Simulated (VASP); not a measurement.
Runs of VASP 6.6.1 on Ta3Br. The structure is that of space group Pm-3m (No. 221), or close to it. The cells are those of the table. 

```tsv
task	cell	k mesh	gap on the mesh (eV)	pressure (GPa)	relaxed volume (Å³/atom)
relaxation of cell and atoms	relaxed from a = 4.270 Å, 4 atoms	4 × 4 × 4	none	0.0	(a)
relaxation of cell and atoms	relaxed from a = 4.230 Å, 4 atoms	12 × 12 × 12	none	0.0	18.78
single point	a = 4.220 Å, 4 atoms	12 × 12 × 12	none	0.0	-
single point	a = 4.230 Å, 4 atoms	4 × 4 × 4	none	-0.3	-
single point	a = 4.270 Å, 4 atoms	4 × 4 × 4	none	-4.2	-
```

Alike in all rows: level PBE; potentials or basis VASP PAW PBE potentials, release 64 (Ta_pv, Br); no spin polarisation; cutoff (eV) 500; smearing gaussian 0.1 eV.

Problem. Fill in the values left out.

Solution. (a) 18.88.

Caveats: some runs use coarse meshes; spin-orbit coupling is left out, which moves the levels of the heavy elements.

A k mesh can miss the band edges, and the runs leave out spin-orbit coupling on Br, Ta.

A gap of «none» marks levels without a gap at the run's occupations.
